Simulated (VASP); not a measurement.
# Si (Fd-3m) in VASP: notebook, part 2 of 2

VASP 6.6.1. The steps go on from the part before.

**3. Single point, PBEsol**

INCAR

```
SYSTEM = Si
ALGO = Normal ; EDIFF = 1E-6
ENCUT = 520 ; GGA = PS
ISIF = 2 ; ISMEAR = 1
LASPH = .TRUE. ; LCHARG = .FALSE.
LREAL = .FALSE. ; LWAVE = .FALSE.
NBANDS = 11 ; NELM = 80
PREC = Accurate ; SIGMA = 0.005
```

KPOINTS

```
k-points
0
G
  11 11 11
  0 0 0
```

POSCAR

```
Si
1.0
    0.0000000000      2.7165771437      2.7165771437
    2.7165771437      0.0000000000      2.7165771437
    2.7165771437      2.7165771437      0.0000000000
Si
2
Direct
   -0.1250000000     -0.1250000000     -0.1250000000
    0.1250000000      0.1250000000      0.1250000000
```

Potentials or basis: VASP PAW PBE potentials, release 64 (Si).

The run is started by

```sh
> cat potpaw_PBE.64/Si/POTCAR > POTCAR
> mpirun -np 1 vasp_std > vasp.out
```

OUTCAR:

```text
SYSTEM = Si
   EDIFF = 1E-6
   ENCUT = 520
   GGA = PS
   ISIF = 2
   ISMEAR = 1
   LASPH = .TRUE.
   LREAL = .FALSE.
   NELM = 80
   PREC = Accurate

 ion  position               nearest neighbor table
   1  0.875  0.875  0.875-   2 2.35   2 2.35   2 2.35   2 2.35
   2  0.125  0.125  0.125-   1 2.35   1 2.35   1 2.35   1 2.35

  LATTYP: Found a face centered cubic cell.
 ALAT       =     5.4331542874

  Lattice vectors:

 A1 = (   0.0000000000,   2.7165771437,   2.7165771437)
 A2 = (   2.7165771437,   0.0000000000,   2.7165771437)
 A3 = (   2.7165771437,   2.7165771437,   0.0000000000)

Analysis of symmetry for initial positions (statically):
=====================================================================
 Subroutine PRICEL returns:
 Original cell was already a primitive cell.

 Routine SETGRP: Setting up the symmetry group for a
 face centered cubic supercell.

 Subroutine GETGRP returns: Found 48 space group operations
 (whereof 12 operations were pure point group operations)
 out of a pool of 48 trial point group operations.

The static configuration has the point symmetry D_3d.
 The point group associated with its full space group is O_h .

Analysis of symmetry for dynamics (positions and initial velocities):
=====================================================================
 Subroutine PRICEL returns:
 Original cell was already a primitive cell.

 Routine SETGRP: Setting up the symmetry group for a
 face centered cubic supercell.

 Subroutine GETGRP returns: Found 48 space group operations
 (whereof 12 operations were pure point group operations)
 out of a pool of 48 trial point group operations.

The dynamic configuration has the point symmetry D_3d.
 The point group associated with its full space group is O_h .

 Subroutine INISYM returns: Found 48 space group operations
 (whereof 12 operations are pure point group operations),
 and found     1 'primitive' translations

----------------------------------------------------------------------------------------

                                     Primitive cell
[... 115 lines left out ...]
   LORBIT       =      0    0 simple, 1 ext, 2 COOP (PROOUT), +10 PAW based schemes
   GGA     = PS    functional components
   LHFCALC =     F    Hartree Fock is set to
   AEXX    =    0.0000 exact exchange contribution
   IVDW    =     0    specifies the selected vdW correction
   LEPSILON=     F    determine dielectric tensor
   LRPA    =     F    only Hartree local field effects (RPA)
 non-spin polarized calculation
 Methfessel and Paxton  Order N= 1 SIGMA  =   0.01
  energy-cutoff  :      520.00
  volume of cell :       40.10
 maximum number of plane-waves:      1092
 NGX is ok and might be reduce to    30
   NGX = 15   NGY = 15   NGZ = 15

 number of electron       8.0000000 magnetization

 Free energy of the ion-electron system (eV)
  ---------------------------------------------------
  ext. energy  EPLUGINS =         0.00000000
  ---------------------------------------------------
  free energy    TOTEN  =       -11.49303234 eV

  energy without entropy =      -11.49303234  energy(sigma->0) =      -11.49303234

 E-fermi :   5.8523     XC(G=0):  -9.5485

 val. band max:        5.7761044353   @ k =   0.0000   0.0000   0.0000
 cond. band min:       6.2565757469   @ k =   0.4545   0.4545   0.0000
 fundamental gap:      0.4804713117
 Fermi energy:         5.8522865663

 k-point     1 :       0.0000    0.0000    0.0000
  band No.  band energies     occupation
      1      -6.2049      2.00000
      2       5.7761      2.00000
      3       5.7761      2.00000
      4       5.7761      2.00000
      5       8.2930      0.00000
      6       8.2930      0.00000
      7       8.2930      0.00000
      8       9.0848      0.00000
      9      13.4639      0.00000
     10      13.4639      0.00000
     11      13.4811      0.00000
[... 309 lines left out ...]
 k-point    24 :      -0.1818    0.1818    0.0000
  band No.  band energies     occupation
      1      -5.0777      2.00000
      2       1.6950      2.00000
      3       3.0528      2.00000
      4       5.0881      2.00000
      5       8.7083      0.00000
      6       9.4755      0.00000
      7       9.7564      0.00000
      8      11.3690      0.00000
      9      11.7861      0.00000
     10      15.7314      0.00000
     11      16.2533      0.00000

 [... further k-points ...]
[... 5 lines left out ...]
  --------------------------------------------------------------------------------------
  -------------------------------------------------------------------------------------
  Total        0.0337455      0.0337455      0.0337455     -0.0000000      0.0000000      0.0000000
  in kB        1.3484368      1.3484368      1.3484368     -0.0000000      0.0000000      0.0000000
  external PRESSURE =       1.3484368 kB  Pullay stress =       0.0000000 kB

 VOLUME and BASIS-vectors are now :
 -----------------------------------------------------------------------------
  energy-cutoff  :      520.00
  volume of cell :       40.10
      direct lattice vectors                 reciprocal lattice vectors
     0.000000000  2.716577144  2.716577144    -0.184055145  0.184055145  0.184055145
     2.716577144  0.000000000  2.716577144     0.184055145 -0.184055145  0.184055145
     2.716577144  2.716577144  0.000000000     0.184055145  0.184055145 -0.184055145

 POSITION                                       TOTAL-FORCE (eV/Angst)
 -----------------------------------------------------------------------------------
      4.75401      4.75401      4.75401         0.000000      0.000000      0.000000
      0.67914      0.67914      0.67914        -0.000000     -0.000000     -0.000000
 -----------------------------------------------------------------------------------
    total drift:                               -0.000000      0.000000      0.000000

  FREE ENERGIE OF THE ION-ELECTRON SYSTEM (eV)
  ---------------------------------------------------
  free  energy   TOTEN  =       -11.4930323402 eV

  energy  without entropy=      -11.4930323402  energy(sigma->0) =      -11.49303234
```

stdout:

```text
POSCAR found type information on POSCAR Si
 POSCAR found :  1 types and       2 ions
 scaLAPACK will be used
 -----------------------------------------------------------------------------
|                                                                             |
|                                                                             |
|     You enforced a specific xc type in the INCAR file but a different       |
|     I HOPE YOU KNOW WHAT YOU ARE DOING!                                     |
|                                                                             |
 -----------------------------------------------------------------------------

 LDA part: xc-table for (Slater+PW92), standard interpolation
 POSCAR, INCAR and KPOINTS ok, starting setup
 FFT: planning ... GRIDC
 FFT: planning ... GRID_SOFT
 FFT: planning ... GRID
 WAVECAR not read
 entering main loop
```

It took 10 s on 1 thread of Intel Xeon 6975P-C (Granite Rapids), shared host; peak memory 0.16 GiB.

Results:

```
Free energy            : -11.4930 eV
Pressure               : 0.1 GPa
Band gap on the k mesh : 0.48 eV, indirect (least direct gap 2.52 eV)
```

Caveat: the PAW data sets were made with another functional, which shifts forces and pressure a little. A k mesh can miss the band edges.
